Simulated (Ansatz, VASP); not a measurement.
# One calculation of As, two programs

```
As
1.0
     4.80735    0.00000    0.00000
     0.00000    3.63390    0.00000
     0.00000    0.00000   28.27037
As
4
Direct
  0.07604 0.00000 0.37773
  0.42396 0.50000 0.37773
  0.57604 0.50000 0.29435
  0.92396 0.00000 0.29435
```

Alike in both runs: task single point; functional PBE; k mesh 4 × 6 × 1; no spin polarisation.

|  | VASP | Ansatz |
| --- | --- | --- |
| version | VASP 6.6.1 | Ansatz 0.2.0 |
| potentials or method | VASP PAW PBE potentials, release 64 (As) | plane waves, PAW |
| plane-wave cutoff (eV) | 520 | 420 |
| occupations | gaussian, width 0.01 eV | fixed |
| valence electrons in the cell | 20 | 60 |

Ansatz gave:

```
gap on the k mesh at the Fermi level (eV) : 0.92
rms of the force components (eV/Å)        : 0.197
```

Task: What did VASP give for the same quantities?

Result: gap on the k mesh at the Fermi level (eV): 0.91; rms of the force components (eV/Å): 0.234.

Atom by atom the forces differ by 0.037 eV/Å (rms over components). VASP's potentials hold 20 valence electrons a cell and Ansatz's 60, so a difference there can come from the potentials and not from the codes.
